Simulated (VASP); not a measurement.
## Ga3Sb: single point with PBE+D3(BJ)

Ga3Sb:

```
Ga Sb
1.0
    -2.21111    2.21111    4.01233
     2.21111   -2.21111    4.01233
     2.21111    2.21111   -4.01233
Ga Sb
3 1
Direct
  0.75000 0.25000 0.50000
  0.25000 0.75000 0.50000
  0.50000 0.50000 0.00000
  0.00000 0.00000 0.00000
```

```
Program             : VASP 6.6.1
Task                : single point
Functional          : PBE
Dispersion          : D3(BJ)
Potentials or basis : VASP PAW PBE potentials, release 64 (Ga_d, Sb)
Cutoff              : 520 eV
k mesh              : 14 × 14 × 14
Occupations         : gaussian, width 0.1 eV
Spin                : no spin polarisation
```

- Pressure: 3.7 GPa
- Band gap on the k mesh: zero (bands 22 and 23 overlap by 4.85 eV)
- Dispersion energy per atom: -0.381 eV

Levels at points of the mesh, in eV from the Fermi level:
| k point | band 18 | band 19 | band 20 | band 21 | band 22 | band 23 | band 24 | band 25 | band 26 | band 27 |
| --- | --- | --- | --- | --- | --- | --- | --- | --- | --- | --- |
| (0.00, 0.00, 0.00) | -3.11 | -2.45 | -2.14 | -2.14 | -1.80 | -0.77 | -0.77 | -0.03 | 0.17 | 2.76 |
| (0.50, 0.00, 0.00) | -5.07 | -4.64 | -1.99 | -1.46 | -1.16 | -0.64 | 2.24 | 3.20 | 3.58 | 3.95 |
| (0.50, 0.50, 0.00) | -6.14 | -5.39 | -5.28 | -4.87 | 1.13 | 1.53 | 1.89 | 1.95 | 6.12 | 6.99 |
| (0.50, 0.50, 0.50) | -4.71 | -4.14 | -4.14 | -3.57 | 3.03 | 4.06 | 4.06 | 4.35 | 5.33 | 5.34 |

Run time: 4.5 min on 1 thread of Intel(R) Xeon(R) 6975P-C (Granite Rapids), with other jobs on the host, peak memory 0.61 GiB.

Caveat: the cell stands under pressure; spin-orbit coupling is left out, which moves the levels of the heavy elements.
